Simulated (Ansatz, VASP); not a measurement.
## C in VASP and in Ansatz

```xyz
8
Lattice="2.1206 -4.3695 0.0000 2.1206 4.3695 0.0000 0.0000 0.0000 2.5047" Properties=species:S:1:pos:R:3 pbc="T T T"
C     3.4555    1.4558    0.0000
C     0.7857   -1.4558    0.0000
C     0.7857    1.4558    0.0000
C     3.4555   -1.4558    0.0000
C     1.3382   -0.7795    1.2524
C     2.9030    0.7795    1.2524
C     2.9030   -0.7795    1.2524
C     1.3382    0.7795    1.2524
```

Alike in both runs: task single point; functional r2SCAN; k mesh 6 × 6 × 10; occupations gaussian, width 0.05 eV; no spin polarisation.

|  | VASP | Ansatz |
| --- | --- | --- |
| version | VASP 6.6.1 | Ansatz 0.2.0 |
| potentials or method | VASP PAW PBE potentials, release 64 (C), cutoff 520 eV | scalar-relativistic, plane waves, PAW |
| valence electrons in the cell | 32 | 32 |

Ansatz gave:

```
gap on the k mesh at the Fermi level (eV) : 3.56
least direct gap on the mesh (eV)         : 5.31
pressure (GPa)                            : 0.0
rms of the force components (eV/Å)        : 0.000
```

Task: Which values does VASP return?

Result: gap on the k mesh at the Fermi level (eV): 3.53; least direct gap on the mesh (eV): 5.28; pressure (GPa): 1.1; rms of the force components (eV/Å): 0.009.

VASP's potentials were made for PBE, not for r2SCAN. Atom by atom the forces differ by 0.009 eV/Å (rms over components).
